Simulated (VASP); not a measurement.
A run of VASP 6.6.1 is set up as follows.

Contents of POSCAR:

```
AlN
1.0
   -3.1066653383      0.0000000000      0.0000000000
    0.0000000000      5.3809022080      0.0000000000
    1.5533326691     -2.6904511040     -4.9784048429
Al N
4 4
Direct
    0.9988975212      0.3345011820      0.9977950425
    0.4994095764      0.8304725822      0.9988191527
    0.2484600068      0.9154085942      0.4969200135
    0.7498470908      0.4162318368      0.4996941817
    0.8160444860      0.1486904609      0.6320889721
    0.3006484164      0.6346691081      0.6012968327
    0.0583464512      0.6971367518      0.1166929024
    0.5583464512      0.2528894840      0.1166929024
```

The input INCAR.step1:

```
ALGO     = Normal         # electronic algorithm
EDIFF    = 1E-4           # SCF threshold, eV
ENCUT    = 520            # plane-wave cutoff, eV
GGA      = PE             # functional
ISMEAR   = 0              # smearing method
LASPH    = True           # aspherical terms in the spheres
LCHARG   = False          # write CHGCAR
LREAL    = False          # projectors in reciprocal space
LWAVE    = True           # write WAVECAR
NBANDS   = 26             # bands
NELM     = 60             # most SCF steps
PREC     = Accurate       # precision mode
SIGMA    = 0.05           # smearing width, eV
```

The input INCAR.step2:

```
ALGO     = Normal         # electronic algorithm
EDIFF    = 1E-7           # SCF threshold, eV
ENCUT    = 520            # plane-wave cutoff, eV
ISIF     = 2              # what is computed and relaxed
ISMEAR   = 0              # smearing method
ISTART   = 1            
LASPH    = True           # aspherical terms in the spheres
LCHARG   = False          # write CHGCAR
LMIXTAU  = True         
LREAL    = False          # projectors in reciprocal space
LWAVE    = False          # write WAVECAR
METAGGA  = R2SCAN         # meta-GGA
NBANDS   = 26             # bands
NELM     = 60             # most SCF steps
PREC     = Accurate       # precision mode
SIGMA    = 0.05           # smearing width, eV
```

Contents of KPOINTS:

```
k-points
0
Gamma
  8 8 8
```

Potentials or basis: VASP PAW PBE potentials, release 64 (Al, N).

Run with:

```bash
$ cat potpaw_PBE.64/Al/POTCAR potpaw_PBE.64/N/POTCAR > POTCAR
$ cp INCAR.step1 INCAR
$ mpirun -np 1 vasp_std > vasp.out
$ cp INCAR.step2 INCAR
$ mpirun -np 1 vasp_std > vasp.out
```

Question: Estimate the pressure.

Answer: 2.3 GPa.

Question: Estimate the band gap on the k mesh.

Answer: 4.69 eV.

Question: What does it give for the largest force?

Answer: 5.190 eV/Å.

Stress tensor (GPa, compression positive):
```
 1.72  0.00  0.00
 0.00  3.43 -1.64
 0.00 -1.64  1.71
```

Caveat: the cell differs from its parent crystal (atoms displaced along a vibrational mode); the PAW data sets were made with another functional, which shifts forces and pressure a little. A k mesh can miss the band edges.
